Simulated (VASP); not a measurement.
Set up this calculation in VASP 6.6.1, as the native input.

```
Task                   : single point
Functional             : r2SCAN
Potentials or basis    : VASP PAW PBE potentials, release 64 (Sc_sv, Al)
Cutoff                 : 520 eV
k mesh                 : 10 × 10 × 10
Occupations            : gaussian, width 0.1 eV
Spin                   : no spin polarisation
Dipole correction      : no
Further INCAR settings : ALGO = Normal; EDIFF = 1e-06; NBANDS = 26
```

Sc3Al:

```
CELL_PARAMETERS angstrom
4.51373 0.00000 0.00000
0.00000 4.51373 0.00000
0.00000 0.00000 4.51373
ATOMIC_POSITIONS crystal
Sc 0.50000 0.00000 0.50000
Sc 0.00000 0.50000 0.50000
Sc 0.50000 0.50000 0.00000
Al 0.00000 0.00000 0.00000
```

The input as run:

POSCAR

```
Sc3Al
1.0
    4.5137284315      0.0000000000      0.0000000000
    0.0000000000      4.5137284315      0.0000000000
    0.0000000000      0.0000000000      4.5137284315
Sc Al
3 1
Direct
    0.5000000000      0.0000000000      0.5000000000
    0.0000000000      0.5000000000      0.5000000000
    0.5000000000      0.5000000000      0.0000000000
    0.0000000000      0.0000000000      0.0000000000
```

INCAR.step1

```
PREC     = Accurate       # precision mode
ENCUT    = 520            # plane-wave cutoff, eV
ISMEAR   = 0              # smearing method
SIGMA    = 0.1            # smearing width, eV
LREAL    = False          # projectors in reciprocal space
LASPH    = True           # aspherical terms in the spheres
NELM     = 100            # most SCF steps
NBANDS   = 26             # bands
GGA      = PE             # functional
ALGO     = Normal         # electronic algorithm
EDIFF    = 1E-4           # SCF threshold, eV
LWAVE    = True           # write WAVECAR
LCHARG   = False          # write CHGCAR
```

INCAR.step2

```
PREC     = Accurate       # precision mode
ENCUT    = 520            # plane-wave cutoff, eV
EDIFF    = 1E-6           # SCF threshold, eV
ISMEAR   = 0              # smearing method
SIGMA    = 0.1            # smearing width, eV
LREAL    = False          # projectors in reciprocal space
LASPH    = True           # aspherical terms in the spheres
NELM     = 100            # most SCF steps
ALGO     = Normal         # electronic algorithm
ISIF     = 2              # what is computed and relaxed
LWAVE    = False          # write WAVECAR
LCHARG   = False          # write CHGCAR
METAGGA  = R2SCAN         # meta-GGA
LMIXTAU  = True         
NBANDS   = 26             # bands
ISTART   = 1
```

KPOINTS

```
regular mesh
0
Gamma
  10 10 10
```

Potentials or basis: VASP PAW PBE potentials, release 64 (Sc_sv, Al).

Command:

```bash
$ cat potpaw_PBE.64/Sc_sv/POTCAR potpaw_PBE.64/Al/POTCAR > POTCAR
$ cp INCAR.step1 INCAR
$ mpirun -np 1 vasp_std > vasp.out
$ cp INCAR.step2 INCAR
$ mpirun -np 1 vasp_std > vasp.out
```

It gave:

```
Pressure               : -3.3 GPa
Band gap on the k mesh : zero (bands 18 and 19 overlap by 1.64 eV)
```

Caveat: the cell stands under tension; the PAW data sets were made with another functional, which shifts forces and pressure a little.

Wall time 22 min on 1 thread of Intel Xeon 8259CL, with other jobs on the host, peak memory 0.26 GiB.
